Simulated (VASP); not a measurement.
Runs of VASP 6.6.1 on Bi. The structure is that of space group Fd-3m (No. 227), or close to it. The cells are those of the table. This isn't the form of Bi at room conditions, which is rhombohedral.

| cell | gap on the mesh (eV) | pressure (GPa) |
| --- | --- | --- |
| a = 5.071 Å, angles 60.0°, 2 atoms | none | 0.9 |
| a = 5.124 Å, angles 60.0°, 2 atoms | none | -0.2 |
| a = 5.018 Å, angles 60.0°, 2 atoms | none | (a) |
| a = 5.176 Å, angles 60.0°, 2 atoms | none | -1.0 |

Alike in all rows: task single point; level r2SCAN; potentials or basis VASP PAW PBE potentials, release 64 (Bi_d); no spin polarisation; k mesh 8 × 8 × 8; cutoff (eV) 520; smearing fermi-dirac 0.1 eV.

Problem. Fill in the values left out.

Solution. (a) 2.1.

Caveats: the PAW data sets were made with another functional, which shifts forces and pressure a little; spin-orbit coupling is left out, which moves the levels of the heavy elements.

A k mesh can miss the band edges, and the runs leave out spin-orbit coupling on Bi.

A gap of «none» marks levels without a gap at the run's occupations.
